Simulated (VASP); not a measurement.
# Si5N: single point with PBE

Crystal: Si5N.

```xyz
6
Lattice="0.0000 3.4933 3.4933 3.4933 0.0000 3.4933 3.4933 3.4933 0.0000" Properties=species:S:1:pos:R:3 pbc="T T T"
Si    6.1181    6.1181    6.1181
Si    4.3619    4.3619    6.1181
Si    4.3619    6.1181    4.3619
Si    6.1181    4.3619    4.3619
Si    3.4933    3.4933    3.4933
N     1.7467    1.7467    1.7467
```

```
Program             : VASP 6.6.1
Task                : single point
Functional          : PBE
Potentials or basis : VASP PAW PBE potentials, release 64 (Si, N)
Cutoff              : 520 eV
k mesh              : 4 × 4 × 4
Occupations         : gaussian, width 0.1 eV
Spin                : collinear spin, ferromagnetic start
Starting moments    : [0.0, 0.0, 0.0, 0.0, 0.0, 1.0] μB
```

```
Pressure                                              : -0.1 GPa
Largest force                                         : 0.004 eV/Å
Net moment                                            : 0.12 μB per cell
Site moments                                          : Si +0.00; N +0.08 μB
Valence electrons inside the program's atomic spheres : Si 1.59, 1.46; N 3.36
```

Forces in eV/Å, atoms in the order of the input:
```
Si  -0.002 -0.002 -0.002
Si   0.002  0.002 -0.002
Si   0.002 -0.002  0.002
Si  -0.002  0.002  0.002
Si   0.000  0.000  0.000
N    0.000  0.000  0.000
```

Levels at points of the mesh, in eV from the Fermi level:
Spin up:
| k point | band 10 | band 11 | band 12 | band 13 | band 14 | band 15 |
| --- | --- | --- | --- | --- | --- | --- |
| (0.00, 0.00, 0.00) | -5.20 | -2.40 | -2.40 | -2.40 | -1.93 | -1.93 |
| (0.50, 0.00, 0.00) | -1.87 | -0.96 | -0.96 | -0.08 | -0.08 | 0.87 |
| (0.50, 0.50, 0.00) | -1.04 | -0.17 | 0.11 | 0.11 | 0.41 | 1.17 |
Spin down:
```
           k point  band 8  band 9  band 10  band 11  band 12  band 13  band 14  band 15  band 16  band 17
(0.00, 0.00, 0.00)   -5.20   -5.20    -5.20    -2.33    -2.33    -2.33    -1.93    -1.93     3.07     3.07
(0.50, 0.00, 0.00)   -5.18   -2.96    -1.80    -0.89    -0.89    -0.07    -0.07     0.95     2.74     2.74
(0.50, 0.50, 0.00)   -1.44   -0.94    -0.94    -0.07     0.14     0.14     0.42     1.17     1.72     1.83
```

It used 83 s of CPU time on 1 thread of Intel Xeon 6975P-C (shared host).

Caveat: the k points lie up to 0.39 Å⁻¹ apart.
